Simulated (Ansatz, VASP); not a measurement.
Rb2BrCl in VASP and in Ansatz

File POSCAR:

```
Rb2BrCl
1.0
    2.3904423025      1.3801225068      7.8205420482
   -2.3904423025      1.3801225068      7.8205420482
    0.0000000000     -2.7602450136      7.8205420482
Cl Br Rb
1 1 2
Direct
    1.0000000000      0.0000000000      0.0000000000
    0.5000000000      0.5000000000      0.5000000000
    0.2539867085      0.2539867085      0.2539867085
    0.7460132915      0.7460132915      0.7460132915
```

Contents of INCAR.step1:

```
PREC = Accurate ; ENCUT = 520
ISMEAR = 0 ; SIGMA = 0.01
LREAL = False ; LASPH = True
NELM = 80 ; NBANDS = 24
GGA = PE ; ALGO = Normal
EDIFF = 1E-4 ; LWAVE = True
LCHARG = False
```

The input INCAR.step2:

```
PREC = Accurate ; ENCUT = 520
EDIFF = 1E-6 ; ISMEAR = 0
SIGMA = 0.01 ; LREAL = False
LASPH = True ; NELM = 80
ALGO = Normal ; ISIF = 2
LWAVE = False ; LCHARG = False
METAGGA = R2SCAN ; LMIXTAU = True
NBANDS = 24 ; ISTART = 1
```

File KPOINTS:

```
Automatic mesh
0
Gamma
  6 6 6
```

Input for Ansatz:

```yaml
crystal:
  lattice:
    - [2.3904423025, 1.3801225068, 7.8205420482]
    - [-2.3904423025, 1.3801225068, 7.8205420482]
    - [0.0, -2.7602450136, 7.8205420482]
  atoms:
    - { symbol: Cl, position: [1.0, 0.0, 0.0] }
    - { symbol: Br, position: [0.5, 0.5, 0.5] }
    - { symbol: Rb, position: [0.2539867085, 0.2539867085, 0.2539867085] }
    - { symbol: Rb, position: [0.7460132915, 0.7460132915, 0.7460132915] }
kpoints:
  mp_grid: { grid: [6, 6, 6] }
hamiltonian:
  xc: r2scan
scf:
  occupations: { method: fixed }
output:
  optics:
    e_range: [0, 19]
    de: 0.05
    sigma: 0.1
    bands: { spectra_wanted_up_to: 19 }
```

Alike in both runs: task single point; functional r2SCAN; k mesh 6 × 6 × 6; no spin polarisation.

```csv
,VASP,Ansatz
version,VASP 6.6.1,Ansatz 0.2.0
potentials or method,"VASP PAW PBE potentials, release 64 (Cl, Br, Rb_sv)","plane waves, PAW"
plane-wave cutoff (eV),520,500
occupations,"gaussian, width 0.01 eV",fixed
valence electrons in the cell,32,32
```

```tsv
	VASP	Ansatz	Ansatz less VASP
gap on the k mesh at the Fermi level (eV)	5.03	5.03	-0.001
```

VASP's potentials were made for PBE, not for r2SCAN.
